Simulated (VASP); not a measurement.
Li: relaxation of cell and atoms with PBE

Crystal: Li.

```
Li
1.0
     3.51000    0.00000    0.00000
     0.00000    3.51000    0.00000
     0.00000    0.00000    3.51000
Li
2
Direct
  0.00000 0.00000 0.00000
  0.50000 0.50000 0.50000
```

```
Program                : VASP 6.6.1
Task                   : relaxation of cell and atoms
Functional             : PBE
Potentials or basis    : VASP PAW PBE potentials, release 64 (Li_sv)
Cutoff                 : 600 eV
k mesh                 : 12 × 12 × 12
Occupations            : fermi-dirac, width 0.1 eV
Spin                   : no spin polarisation
Dipole correction      : no
Further INCAR settings : ALGO = Normal; EDIFF = 1e-07; IBRION = 2; EDIFFG = -0.01; NSW = 60; ISIF = 3
```

```
Relaxed volume                        : 20.15 Å³/atom
Relaxed cell                          : a = 3.429 Å, b = 3.429 Å, c = 3.429 Å, α = 90.00°, β = 90.00°, γ = 90.00°
Space group after relaxing (to 0.1 Å) : Im-3m (No. 229)
Energy gained by relaxing             : 4.5 meV/atom
Ionic steps                           : 3
Pressure after relaxing               : -0.1 GPa
Band gap on the k mesh                : zero (bands 3 and 4 overlap by 4.54 eV)
```

Step by step:
```csv
step,energy change (eV),largest force (eV/Å),pressure (GPa),volume (Å³)
1,0.0000,0.0000,-0.89,43.24
2,-0.0037,0.0000,-0.70,42.50
3,-0.0091,0.0000,-0.06,40.31
```

Final structure:
```
Li
1.0
     3.42868    0.00000    0.00000
     0.00000    3.42868    0.00000
     0.00000    0.00000    3.42868
Li
2
Cartesian
  0.0000 0.0000 0.0000
  1.7143 1.7143 1.7143
```

Levels at points of the mesh, in eV from the Fermi level:
| k point | band 1 | band 2 | band 3 | band 4 | band 5 | band 6 |
| --- | --- | --- | --- | --- | --- | --- |
| (0.00, 0.00, 0.00) | -46.52 | -46.49 | -3.58 | 5.54 | 5.54 | 5.54 |
| (0.50, 0.00, 0.00) | -46.50 | -46.50 | -1.16 | -1.16 | 8.57 | 8.57 |
| (0.50, 0.50, 0.00) | -46.50 | -46.50 | 0.24 | 0.24 | 3.27 | 3.27 |
| (0.50, 0.50, 0.50) | -46.50 | -46.50 | 3.39 | 3.39 | 3.39 | 3.39 |

Wall time 70 s on 1 thread of AMD EPYC 7R13, with other jobs on the host, peak memory 0.13 GiB.

Caveat: the cutoff is under 1.25 times the usual one of these potentials, so pressure, stress and relaxed cells hold a basis-set (Pulay) error.
